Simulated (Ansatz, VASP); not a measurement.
**AlN in VASP and in Ansatz**

```
CELL_PARAMETERS angstrom
3.11300 0.00000 0.00000
-1.55650 2.69594 0.00000
0.00000 0.00000 4.98100
ATOMIC_POSITIONS crystal
Al 0.66667 0.33333 0.50000
Al 0.33333 0.66667 0.00000
N 0.66667 0.33333 0.88000
N 0.33333 0.66667 0.38000
```

Alike in both runs: functional PBEsol-based screened hybrid; k mesh 5 × 5 × 3; occupations fermi-dirac, width 0.05 eV; no spin polarisation.

```csv
,VASP,Ansatz
version,VASP 6.6.1,Ansatz 0.2.0
potentials or method,"VASP PAW PBE potentials, release 64 (Al, N)",Ansatz PAW
plane-wave cutoff (eV),520,420
valence electrons in the cell,16,16
task,single point,band structure
```

Ansatz gave:

- gap on the k mesh at the Fermi level (eV): 5.53
- least direct gap on the mesh (eV): 5.53
- pressure (GPa): -4.0
- traceless stress, the component that is largest in VASP (GPa): 0.92
- rms of the force components (eV/Å): 0.076

Question: Which values does VASP return?

Answer: gap on the k mesh at the Fermi level (eV): 5.53; least direct gap on the mesh (eV): 5.53; pressure (GPa): -3.9; traceless stress, the component that is largest in VASP (GPa): 1.00; rms of the force components (eV/Å): 0.076.

VASP's potentials were made for PBE, not for PBEsol-based screened hybrid. Atom by atom the forces differ by 0.000 eV/Å (rms over components).

The k mesh is coarse, so the values compare programs but aren't converged.
